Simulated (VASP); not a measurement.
# Mg7Se: single point with PBE

The system is Mg7Se.

```xyz
8
Lattice="-3.5615 3.5615 3.5615 3.5615 -3.5615 3.5615 3.5615 3.5615 -3.5615" Properties=species:S:1:pos:R:3 pbc="T T T"
Mg    3.5615    0.0000    0.0000
Mg    1.7807    1.7807    1.7807
Mg    0.0000    3.5615    0.0000
Mg    1.7807   -1.7807    1.7807
Mg    0.0000    0.0000    3.5615
Mg   -1.7807    1.7807    1.7807
Mg    1.7807    1.7807   -1.7807
Se    0.0000    0.0000    0.0000
```

```
Program                : VASP 6.6.1
Task                   : single point
Functional             : PBE
Potentials or basis    : VASP PAW PBE potentials, release 64 (Mg, Se)
Cutoff                 : 520 eV
k mesh                 : 6 × 6 × 6
Occupations            : gaussian, width 0.1 eV
Spin                   : no spin polarisation
Dipole correction      : no
Further INCAR settings : ALGO = Normal; EDIFF = 1e-06; NBANDS = 20
```

```
Pressure               : -0.1 GPa
Band gap on the k mesh : zero (band 10 reaches 3.34 eV, above the bottom of band 11 at 2.13 eV)
```

Levels at points of the mesh, in eV from the Fermi level:
```tsv
k point	band 8	band 9	band 10	band 11	band 12	band 13
(0.00, 0.00, 0.00)	-1.62	-1.05	-1.05	-1.05	-1.02	-1.02
(0.50, 0.00, 0.00)	-1.76	-1.14	-0.27	0.60	0.85	1.55
(0.50, 0.50, 0.50)	-1.31	-1.31	-0.64	1.06	1.06	1.06
```

Wall time 48 s on 1 thread of Intel(R) Xeon(R) 6975P-C (Granite Rapids), on a shared host, peak memory 0.33 GiB.
